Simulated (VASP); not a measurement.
Input of a VASP 6.6.1 run:

INCAR

```
SYSTEM = K4Ta4O11
PREC = Accurate
ENCUT = 520
EDIFF = 1E-7
ISMEAR = 0
SIGMA = 0.01
LREAL = Auto
LASPH = .TRUE.
NELM = 60
ALGO = Normal
ISIF = 2
LWAVE = .FALSE.
LCHARG = .FALSE.
GGA = PE
NBANDS = 88
```

The input KPOINTS:

```
Automatic mesh
0
Gamma
  2 2 2
  0.5 0.5 0.5
```

Contents of POSCAR:

```
K4Ta4O11
1.0
   -4.0243806734      4.0243806734      4.0243806734
    4.0243806734     -4.0243806734      4.0243806734
    4.0243806734      4.0243806734     -4.0243806734
K Ta O
4 4 11
Direct
    0.4998111359      0.4996104834      0.4998848075
    0.0000952794     -0.0001028251      0.4998852963
    0.0001252509      0.4996143227      0.0001931308
    0.5004038501     -0.0001018540      0.0001931280
    0.5001235535     -0.0002361277      0.5000603522
    0.0001190853      0.4921968564      0.4924873623
    0.0001142632      0.0073100384      0.0076108611
    0.5001121683      0.4997637522      0.0000593823
    0.5001168014      0.2497559812      0.7500432401
    0.5001011883      0.7497470176      0.2500349601
    0.0001147037      0.2497539480      0.2500419269
    0.7530951428      0.5068553904      0.2601236402
    0.2471376235     -0.0073311990      0.2399899828
    0.2471425473      0.5068326150      0.7541587349
    0.7530908446     -0.0073334413      0.7459295162
    0.7530883168      0.2597109595      0.5070268786
    0.2471434308      0.7537622547      0.5070344336
    0.2471413601      0.2397814569     -0.0069480410
    0.7530833003      0.7457427508     -0.0069388532
```

Potentials or basis: VASP PAW PBE potentials, release 64 (K_sv, Ta_pv, O).

Launch:

```bash
$ cat potpaw_PBE.64/K_sv/POTCAR potpaw_PBE.64/Ta_pv/POTCAR potpaw_PBE.64/O/POTCAR > POTCAR
$ mpirun -np 1 vasp_std > vasp.out
```

Problem. Estimate the band gap on the k mesh.

Solution. Zero (band 73 reaches 4.30 eV, above the bottom of band 74 at 3.95 eV).

Problem. Estimate the pressure.

Solution. 0.9 GPa.

Stress tensor (GPa, compression positive):
```
2.07 0.00 0.00
0.00 0.35 0.00
0.00 0.00 0.37
```

Caveat: the k points lie up to 0.55 Å⁻¹ apart; spin-orbit coupling is left out, which moves the levels of the heavy elements.
